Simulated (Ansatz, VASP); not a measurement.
# AlN in VASP and in Ansatz

```xyz
8
Lattice="4.4025 0.0000 0.0000 0.0000 -4.4025 0.0000 0.0000 0.0000 -4.4025" Properties=species:S:1:pos:R:3 pbc="T T T"
Al   -0.2673   -0.5040    0.2673
Al    2.2013   -2.2013    0.0000
Al    2.2013    0.0000   -2.2013
Al    0.0000   -2.2013   -2.2013
N     3.3019   -3.3019   -3.3019
N     1.1006   -1.1006   -3.3019
N     1.1006   -3.3019   -1.1006
N     3.3019   -1.1006   -1.1006
```

Alike in both runs: task single point; functional PBE; k mesh 6 × 6 × 6; occupations gaussian, width 0.05 eV; no spin polarisation.

|  | VASP | Ansatz |
| --- | --- | --- |
| version | VASP 6.6.1 | Ansatz 0.2.0 |
| potentials or method | VASP PAW PBE potentials, release 64 (Al, N), cutoff 520 eV | scalar-relativistic, plane waves, PAW |
| valence electrons in the cell | 32 | 32 |

```csv
,VASP,Ansatz,Ansatz less VASP
gap on the k mesh at the Fermi level (eV),none,none,-
pressure (GPa),6.8,7.0,+0.13
"traceless stress, the component that is largest in VASP (GPa)",-7.26,-7.24,+0.018
rms of the force components (eV/Å),2.014,2.009,-0.0044
```

Atom by atom the forces differ by 0.011 eV/Å (rms over components). A gap of «none» marks a metal or a gap that the smearing closes. With one functional, cell and mesh, what is left measures potentials, basis and numerics.
